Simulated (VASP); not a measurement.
Set up this calculation in VASP 6.6.1, as the native input.

```yaml
Task: single point
Functional: PBE
Potentials_or_basis: VASP PAW PBE potentials, release 64 (Ge_d, F)
Cutoff: 520 eV
k_mesh: 7 × 5 × 1
Occupations: gaussian, width 0.1 eV
Spin: no spin polarisation
Dipole_correction: yes
Further_INCAR_settings: ALGO = Normal; EDIFF = 1e-06; NBANDS = 54
```

The structure of Ge6F lies in POSCAR:

```
Ge6F
1.0
    4.0740542126      0.0000000000      0.0000000000
    0.0000000000      5.7615827213      0.0000000000
    0.0000000000      0.0000000000     19.5242196736
Ge F
6 1
Direct
    0.5000000000      0.0000000000      0.2048737449
    0.0000000000      0.2500000000      0.2048737449
    0.0000000000      0.5005156572      0.3087424246
    0.5000000000      0.7494843428      0.3087424246
    0.5000000000      0.0069199665      0.4109879835
    0.0000000000      0.2430800335      0.4109879835
    1.0000000000      0.0069199665      0.4935248892
```

One way to write it, as run:

INCAR

```
PREC = Accurate
ENCUT = 520
EDIFF = 1E-6
ISMEAR = 0
SIGMA = 0.1
LREAL = F
LASPH = T
NELM = 100
ALGO = Normal
ISIF = 2
LWAVE = F
LCHARG = F
LDIPOL = T
IDIPOL = 3
DIPOL = 0.5 0.5 0.335
GGA = PE
NBANDS = 54
```

KPOINTS

```
Automatic mesh
0
Gamma
  7 5 1
```

Potentials or basis: VASP PAW PBE potentials, release 64 (Ge_d, F).

Command:

```bash
$ cat potpaw_PBE.64/Ge_d/POTCAR potpaw_PBE.64/F/POTCAR > POTCAR
$ mpirun -np 1 vasp_std > vasp.out
```

Results of the run:

| Item | Value |
| --- | --- |
| Largest force | 1.022 eV/Å |
| Band gap on the k mesh | zero (an odd number of electrons rules out a gap without spin polarisation) |

Caveat: an odd number of electrons without spin polarisation forces a metal; a magnetic or distorted state may lie lower.

It took 6.7 min on 1 thread of Intel(R) Xeon(R) 6975P-C (Granite Rapids), with other jobs on the host, peak memory 0.62 GiB.
